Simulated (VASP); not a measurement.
A run of VASP 6.6.1 is set up as follows.

The input INCAR:

```
SYSTEM = Rh
ALGO = Normal
EDIFF = 1E-6
ENCUT = 520
GGA = PE
ISIF = 2
ISMEAR = -1
LASPH = .TRUE.
LCHARG = .TRUE.
LELF = .TRUE.
LREAL = .FALSE.
LVHAR = .TRUE.
LWAVE = .FALSE.
NBANDS = 14
NELM = 100
PREC = Accurate
SIGMA = 0.06122561905347299
```

The input KPOINTS:

```
k-points
0
G
  17 17 17
  0 0 0
```

Contents of POSCAR:

```
Rh
1.0
   -1.5251018619      1.5251018619      1.5251018619
    1.5251018619     -1.5251018619      1.5251018619
    1.5251018619      1.5251018619     -1.5251018619
Rh
1
Direct
    0.0000000000      0.0000000000      0.0000000000
```

Potentials or basis: VASP PAW PBE potentials, release 64 (Rh_pv).

Launch:

```bash
$ cat potpaw_PBE.64/Rh_pv/POTCAR > POTCAR
$ mpirun -np 1 vasp_std > vasp.out
```

**Question.** Estimate the pressure.

**Answer.** 4.9 GPa.
